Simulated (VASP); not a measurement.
Here is a VASP 6.6.1 calculation.

File INCAR:

```
PREC = Accurate ; ENCUT = 520
EDIFF = 1E-7 ; ISMEAR = 0
SIGMA = 0.1 ; LREAL = False
LASPH = True ; NELM = 60
ALGO = Normal ; ISIF = 2
LWAVE = False ; LCHARG = True
GGA = CA ; LELF = True
LVHAR = True ; NBANDS = 12
```

File KPOINTS:

```
regular mesh
0
Gamma
  13 13 13
```

POSCAR

```
Sc
1.0
    0.0000000000      2.2600000000      2.2600000000
    2.2600000000      0.0000000000      2.2600000000
    2.2600000000      2.2600000000      0.0000000000
Sc
1
Direct
    0.0000000000      0.0000000000      0.0000000000
```

Potentials or basis: VASP PAW LDA potentials, release 64 (Sc_sv).

Launch:

```sh
$ cat potpaw_LDA.64/Sc_sv/POTCAR > POTCAR
$ mpirun -np 1 vasp_std > vasp.out
```

Estimate the pressure.

-1.8 GPa.
